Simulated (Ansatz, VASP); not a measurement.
**Two plane-wave programs on SnTe**

INCAR

```
SYSTEM = SnTe
ALGO = Normal
EDIFF = 1E-6
ENCUT = 520
GGA = VW
ISIF = 2
ISMEAR = -1
LASPH = .True.
LCHARG = .True.
LELF = .True.
LREAL = .False.
LVHAR = .True.
LWAVE = .False.
NBANDS = 17
NELM = 80
PREC = Accurate
SIGMA = 0.05
```

Contents of KPOINTS:

```
k-points
0
Gamma
  7 7 7
  0 0 0
```

POSCAR

```
SnTe
1.0
    0.0000000000      3.1923133075      3.1923133075
    3.1923133075      0.0000000000      3.1923133075
    3.1923133075      3.1923133075      0.0000000000
Te Sn
1 1
Direct
    0.5000000000      0.5000000000      0.5000000000
    0.0000000000      0.0000000000      0.0000000000
```

input.yaml

```yaml
crystal:
  lattice:
    - [0.0, 3.1923133075, 3.1923133075]
    - [3.1923133075, 0.0, 3.1923133075]
    - [3.1923133075, 3.1923133075, 0.0]
  atoms:
    - { symbol: Te, position: [0.5, 0.5, 0.5] }
    - { symbol: Sn, position: [0.0, 0.0, 0.0] }
hamiltonian:
  xc: { exchange: slater, correlation: vwn5 }
  pseudopotentials: { kind: paw }
kpoints:
  mp_grid: { grid: [7, 7, 7] }
scf:
  occupations: { method: fermi_dirac, width: 0.05 }
output:
  forces: true
  stress: true
  eigenvalues: true
```

Alike in both runs: task single point; functional SVWN5; k mesh 7 × 7 × 7; occupations fermi-dirac, width 0.05 eV; no spin polarisation.

```csv
,VASP,Ansatz
version,VASP 6.6.1,Ansatz 0.2.0
potentials or method,"VASP PAW PBE potentials, release 64 (Te, Sn_d)",Ansatz PAW
plane-wave cutoff (eV),520,420
valence electrons in the cell,20,30
```

|  | VASP | Ansatz | Ansatz less VASP |
| --- | --- | --- | --- |
| pressure (GPa) | -3.1 | -3.1 | -0.01 |

VASP's potentials were made for PBE, not for SVWN5. With one functional, cell and mesh, what is left measures potentials, basis and numerics. VASP's potentials hold 20 valence electrons a cell and Ansatz's 30, so a difference there can come from the potentials and not from the codes.

Neither program's run includes spin-orbit coupling.
